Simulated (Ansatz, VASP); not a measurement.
Ta: VASP beside Ansatz

```
Ta
1.0
    -1.79639    1.65948    1.53502
     1.79639   -1.65948    1.53502
     1.79639    1.65948   -1.53502
Ta
1
Direct
  0.00000 0.00000 0.00000
```

Change from the starting cell: normal strain along x +0.0825, normal strain along z -0.0750.

Alike in both runs: task single point; functional PBE; k mesh 18 × 18 × 18; occupations gaussian, width 0.15 eV; no spin polarisation.

|  | VASP | Ansatz |
| --- | --- | --- |
| version | VASP 6.6.1 | Ansatz 0.2.0 |
| potentials or method | VASP PAW PBE potentials, release 64 (Ta_pv), cutoff 520 eV | scalar-relativistic, plane waves, PAW |
| valence electrons in the cell | 11 | 13 |

```tsv
	VASP	Ansatz	Ansatz less VASP
gap on the k mesh at the Fermi level (eV)	none	none	-
pressure (GPa)	1.4	1.3	-0.06
traceless stress, the component that is largest in VASP (GPa)	-6.82	-6.81	+0.003
```

A gap of «none» marks a metal or a gap that the smearing closes. VASP's potentials hold 11 valence electrons a cell and Ansatz's 13, so a difference there can come from the potentials and not from the codes.

Neither program's run includes spin-orbit coupling.
